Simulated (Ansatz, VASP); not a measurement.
## TeAs2: VASP beside Ansatz

File INCAR:

```
SYSTEM = TeAs2
PREC = Accurate ; ENCUT = 520
EDIFF = 1E-6 ; ISMEAR = 1
SIGMA = 0.5 ; LREAL = .FALSE.
LASPH = .TRUE. ; NELM = 60
ALGO = Normal ; ISIF = 2
LWAVE = .FALSE. ; LCHARG = .TRUE.
GGA = PS ; LELF = .TRUE.
LVHAR = .TRUE. ; NBANDS = 25
```

File KPOINTS:

```
Automatic mesh
0
G
  8 8 8
  0 0 0
```

File POSCAR:

```
TeAs2
1.0
   -3.5564540000      3.5564540000      2.9405160000
    3.5564540000     -3.5564540000      2.9405160000
    3.5564540000      3.5564540000     -2.9405160000
Te As
2 4
Direct
    0.7500000000      0.2500000000      0.5000000000
    0.0000000000      0.0000000000      0.0000000000
    0.3750000000      0.6250000000      0.2500000000
    0.3750000000      0.1250000000      0.7500000000
    0.3750000000      0.6250000000      0.7500000000
    0.8750000000      0.6250000000      0.2500000000
```

Input for Ansatz:

```yaml
crystal:
  lattice:
    - [-3.556454, 3.556454, 2.940516]
    - [3.556454, -3.556454, 2.940516]
    - [3.556454, 3.556454, -2.940516]
  atoms:
    - { symbol: Te, position: [0.75, 0.25, 0.5] }
    - { symbol: Te, position: [0.0, 0.0, 0.0] }
    - { symbol: As, position: [0.375, 0.625, 0.25] }
    - { symbol: As, position: [0.375, 0.125, 0.75] }
    - { symbol: As, position: [0.375, 0.625, 0.75] }
    - { symbol: As, position: [0.875, 0.625, 0.25] }
basis:
  ecutwfc: 420
kpoints:
  mp_grid: { grid: [8, 8, 8] }
hamiltonian:
  xc: pbesol
scf:
  occupations: { method: cold, width: 0.5 }
output:
  forces: true
  stress: true
  eigenvalues: true
```

Alike in both runs: task single point; functional PBEsol; k mesh 8 × 8 × 8; no spin polarisation.

|  | VASP | Ansatz |
| --- | --- | --- |
| version | VASP 6.6.1 | Ansatz 0.2.0 |
| potentials or method | VASP PAW PBE potentials, release 64 (Te, As), cutoff 520 eV | scalar-relativistic, plane waves, PAW |
| occupations | methfessel-paxton of order 1, width 0.5 eV | cold, width 0.5 eV |
| valence electrons in the cell | 32 | 92 |

Ansatz gave:

```
gap on the k mesh at the Fermi level (eV)                     : none
pressure (GPa)                                                : -3.9
traceless stress, the component that is largest in VASP (GPa) : -1.07
```

Task: Estimate VASP's values.

Result: gap on the k mesh at the Fermi level (eV): none; pressure (GPa): -3.7; traceless stress, the component that is largest in VASP (GPa): -0.98.

VASP's potentials were made for PBE, not for PBEsol. A gap of «none» marks a metal or a gap that the smearing closes. VASP's potentials hold 32 valence electrons a cell and Ansatz's 92, so a difference there can come from the potentials and not from the codes.

Spin-orbit coupling is off throughout.
